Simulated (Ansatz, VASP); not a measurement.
# Two plane-wave programs on Tl2BPd

File INCAR:

```
PREC = Accurate
ENCUT = 520
EDIFF = 1E-7
ISMEAR = 0
SIGMA = 0.0759
LREAL = F
LASPH = T
NELM = 60
ALGO = Normal
ISIF = 2
LWAVE = F
LCHARG = F
GGA = PE
NBANDS = 49
```

KPOINTS

```
Automatic mesh
0
Gamma
  9 9 5
```

The input POSCAR:

```
Tl2BPd
1.0
    4.0800950000      0.0000000000      0.0000000000
    2.0400480000     -4.9217560000      0.0000000000
    0.0000000000      0.0000000000     -7.4156450000
Pd B Tl
2 2 4
Direct
    0.2830600000      0.4338800000      0.7500000000
    0.7169400000      0.5661200000      0.2500000000
    0.5669800000      0.8660400000      0.7500000000
    0.4330200000      0.1339600000      0.2500000000
    0.1440300000      0.7119400000      0.4487800000
    0.8559700000      0.2880600000      0.9487800000
    0.8559700000      0.2880600000      0.5512200000
    0.1440300000      0.7119400000      0.0512200000
```

Input for Ansatz:

```yaml
crystal:
  lattice:
    - [4.080095, 0.0, 0.0]
    - [2.040048, -4.921756, 0.0]
    - [0.0, 0.0, -7.415645]
  atoms:
    - { symbol: Pd, position: [0.28306, 0.43388, 0.75] }
    - { symbol: Pd, position: [0.71694, 0.56612, 0.25] }
    - { symbol: B, position: [0.56698, 0.86604, 0.75] }
    - { symbol: B, position: [0.43302, 0.13396, 0.25] }
    - { symbol: Tl, position: [0.14403, 0.71194, 0.44878] }
    - { symbol: Tl, position: [0.85597, 0.28806, 0.94878] }
    - { symbol: Tl, position: [0.85597, 0.28806, 0.55122] }
    - { symbol: Tl, position: [0.14403, 0.71194, 0.05122] }
  symmetry: { tolerance: 0.0003 }
kpoints:
  mp_grid: { grid: [9, 9, 5], shift: [0, 0, 0] }
  band_path:
    path:
      - [0.0, 0.0, 0.0]
      - [0.0, -0.5, 0.0]
      - [0.41409659, -0.29295171, 0.0]
      - [0.58590341, 0.29295171, 0.0]
      - [0.0, 0.0, 0.0]
      - [0.0, 0.0, -0.5]
      - [0.58590341, 0.29295171, -0.5]
      - [0.41409659, -0.29295171, -0.5]
      - [0.0, -0.5, -0.5]
      - [0.0, -0.5, 0.0]
      - [0.0, 0.0, 0.0]
    npoints: 6
magnetization:
  spin_polarized: false
scf:
  occupations: { method: gaussian, width: 0.0759 }
  lower_state_search: "off"
  max_iter: 200
hamiltonian:
  pseudopotentials: { kind: paw }
  xc: pbe
basis:
  ecutwfc: 420
  fft_grid_basis: typed
output:
  forces: true
  stress: true
  eigenvalues: true
  bader: true
  populations: true
  elf: true
  write_potential: true
  volumetric_format: npy
  dos:
    e_range: [-12, 8]
    de: 0.05
    projected: { site_lists: { B: [B], Pd: [Pd], Tl: [Tl] } }
checkpoint:
  read: saved_state
```

Alike in both runs: task single point; functional PBE; k mesh 9 × 9 × 5; occupations gaussian, width 0.0759 eV; no spin polarisation.

|  | VASP | Ansatz |
| --- | --- | --- |
| version | VASP 6.6.1 | Ansatz 0.2.0 |
| potentials or method | VASP PAW PBE potentials, release 64 (Pd, B, Tl_d), cutoff 520 eV | PAW plane waves |
| valence electrons in the cell | 78 | 94 |

|  | VASP | Ansatz | Ansatz less VASP |
| --- | --- | --- | --- |
| pressure (GPa) | 16.4 | 16.3 | -0.04 |
| traceless stress, the component that is largest in VASP (GPa) | -9.57 | -9.50 | +0.075 |
| rms of the force components (eV/Å) | 0.862 | 0.857 | -0.0044 |

Atom by atom the forces differ by 0.004 eV/Å (rms over components). VASP's potentials hold 78 valence electrons a cell and Ansatz's 94, so a difference there can come from the potentials and not from the codes.

Spin-orbit coupling is off throughout.
